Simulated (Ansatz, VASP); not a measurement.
## NiO: VASP beside Ansatz

```
CELL_PARAMETERS angstrom
0.00000 2.24063 2.24063
2.24063 0.00000 2.24063
2.24063 2.24063 0.00000
ATOMIC_POSITIONS crystal
Ni 0.00000 0.00000 0.00000
O 0.75000 0.75000 0.75000
```

Alike in both runs: task relaxation of cell and atoms; functional PBEsol-based global hybrid; k mesh 5 × 5 × 5; occupations fermi-dirac, width 0.05 eV; collinear spin.

```csv
,VASP,Ansatz
version,VASP 6.6.1,Ansatz 0.2.0
potentials or method,"VASP PAW PBE potentials, release 64 (Ni, O)",Ansatz PAW
plane-wave cutoff (eV),600,420
valence electrons in the cell,16,24
```

VASP gave:

```
gap on the k mesh at the Fermi level, each at its own relaxed structure (eV) : none
net moment per atom (μB)                                                     : 1.00
size of the moment on the site where the two differ most (μB)                : 0.33
relaxed volume (Å³/atom)                                                     : 10.59
relaxed cell length with the largest relative difference (Å)                 : 3.106
```

Problem. Which values does Ansatz return?

Solution. gap on the k mesh at the Fermi level, each at its own relaxed structure (eV): none; net moment per atom (μB): 1.00; size of the moment on the site where the two differ most (μB): 0.35; relaxed volume (Å³/atom): 10.62; relaxed cell length with the largest relative difference (Å): 3.108.

VASP's potentials were made for PBE, not for PBEsol-based global hybrid. Site moments also hang on the region over which each program counts them. A gap of «none» marks a metal or a gap that the smearing closes. VASP's potentials hold 16 valence electrons a cell and Ansatz's 24, so a difference there can come from the potentials and not from the codes.

The k mesh is coarse, so the values compare programs but aren't converged. Noted on Ansatz's run: the magnetic or orbital state may not be the lowest; the plane-wave basis is chosen anew once the cell has moved, so the energies of steps on either side of that aren't comparable.
